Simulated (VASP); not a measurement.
Here is a VASP 6.6.1 calculation.

INCAR

```
SYSTEM = Fe
PREC = Accurate
ENCUT = 520
EDIFF = 1E-6
ISMEAR = 0
SIGMA = 0.1
LREAL = .False.
LASPH = .True.
NELM = 150
ALGO = Normal
ISIF = 2
LWAVE = .False.
LCHARG = .False.
ISPIN = 2
MAGMOM = 2.44 2.44
LORBIT = 11
LMAXMIX = 4
GGA = PE
NBANDS = 19
```

Contents of KPOINTS:

```
regular mesh
0
Gamma
  14 14 14
  0 0 0
```

The input POSCAR:

```
Fe
1.0
    2.7892110244      0.0000000000      0.0000000000
    0.0000000000      2.7892110244      0.0000000000
    0.0000000000      0.0000000000      2.8571714961
Fe
2
Direct
    0.0000000000      0.0000000000      0.0000000000
    0.5000000000      0.5000000000      0.5000000000
```

Potentials or basis: VASP PAW PBE potentials, release 64 (Fe).

Run with:

```bash
$ cat potpaw_PBE.64/Fe/POTCAR > POTCAR
$ mpirun -np 1 vasp_std > vasp.out
```

Q: Predict the site moments.

A: Fe +2.15 μB.

Q: Estimate the pressure.

A: 4.1 GPa.

Q: What does it give for the net moment?

A: 4.31 μB per cell.

Stress tensor (GPa, compression positive):
```
5.34 0.00 0.00
0.00 5.34 0.00
0.00 0.00 1.74
```

Caveat: the cell differs from its parent crystal (biaxial strain in the a-b plane: -1.5 %); the cell stands under pressure.
